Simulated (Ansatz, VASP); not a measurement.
RbBr: VASP beside Ansatz

```
CELL_PARAMETERS angstrom
0.00000 3.43867 3.43867
3.43867 0.00000 3.43867
3.43867 3.43867 0.00000
ATOMIC_POSITIONS crystal
Rb 0.00000 0.00000 0.00000
Br 0.50000 0.50000 0.50000
```

Alike in both runs: functional r2SCAN; k mesh 8 × 8 × 8; occupations fermi-dirac, width 0.02 eV; no spin polarisation.

Ansatz relaxed the structure, and its values are those at the end. VASP's run is a single point on that final structure, the one shown.

|  | VASP | Ansatz |
| --- | --- | --- |
| version | VASP 6.6.1 | Ansatz 0.2.0 |
| potentials or method | VASP PAW PBE potentials, release 64 (Rb_sv, Br), cutoff 520 eV | PAW plane waves |
| valence electrons in the cell | 16 | 16 |

```csv
,VASP,Ansatz,Ansatz less VASP
gap on the k mesh at the Fermi level (eV),4.94,4.94,0.000
pressure (GPa),0.3,0.3,-0.02
```

VASP's potentials were made for PBE, not for r2SCAN. Ansatz's warnings: stress scf threshold loose.
